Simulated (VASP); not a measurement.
Here is a VASP 6.6.1 calculation.

POSCAR

```
SnO2
1.0
    4.7373500000      0.0000000000      0.0000000000
    0.0000000000      4.7373500000      0.0000000000
    0.0000000000      0.0000000000      3.1864000000
Sn O
2 4
Direct
    0.0335839712      0.0335839712      0.0000000000
    0.5000000000      0.5000000000      0.5000000000
    0.3056200000      0.3056200000      0.0000000000
    0.1943800000      0.8056200000      0.5000000000
    0.6943800000      0.6943800000      0.0000000000
    0.8056200000      0.1943800000      0.5000000000
```

INCAR.step1

```
ALGO     = Normal         # electronic algorithm
EDIFF    = 1E-4           # SCF threshold, eV
ENCUT    = 520            # plane-wave cutoff, eV
GGA      = PE             # functional
ISMEAR   = 0              # smearing method
LASPH    = T              # aspherical terms in the spheres
LCHARG   = F              # write CHGCAR
LREAL    = F              # projectors in reciprocal space
LWAVE    = T              # write WAVECAR
NBANDS   = 35             # bands
NELM     = 100            # most SCF steps
PREC     = Accurate       # precision mode
SIGMA    = 0.05           # smearing width, eV
```

The input INCAR.step2:

```
ALGO     = Normal         # electronic algorithm
EDIFF    = 1E-6           # SCF threshold, eV
ENCUT    = 520            # plane-wave cutoff, eV
ISIF     = 2              # what is computed and relaxed
ISMEAR   = 0              # smearing method
ISTART   = 1            
LASPH    = T              # aspherical terms in the spheres
LCHARG   = F              # write CHGCAR
LMIXTAU  = T            
LREAL    = F              # projectors in reciprocal space
LWAVE    = F              # write WAVECAR
METAGGA  = R2SCAN         # meta-GGA
NBANDS   = 35             # bands
NELM     = 100            # most SCF steps
PREC     = Accurate       # precision mode
SIGMA    = 0.05           # smearing width, eV
```

The input KPOINTS:

```
k-points
0
Gamma
  6 6 8
```

Potentials or basis: VASP PAW PBE potentials, release 64 (Sn_d, O).

Command:

```console
$ cat potpaw_PBE.64/Sn_d/POTCAR potpaw_PBE.64/O/POTCAR > POTCAR
$ cp INCAR.step1 INCAR
$ mpirun -np 1 vasp_std > vasp.out
$ cp INCAR.step2 INCAR
$ mpirun -np 1 vasp_std > vasp.out
```

(1) What does it give for the band gap on the k mesh?

(2) Predict the pressure.

Answers

(1) 1.65 eV.

(2) 8.6 GPa.

Caveat: the cell differs from its parent crystal (atom 1 (Sn) moved +0.225 Å towards its neighbour atom 3 (O) at 2.048 Å); the stress differs along the axes, from 4 to 11 GPa; the PAW data sets were made with another functional, which shifts forces and pressure a little; spin-orbit coupling is left out, which moves the levels of the heavy elements.
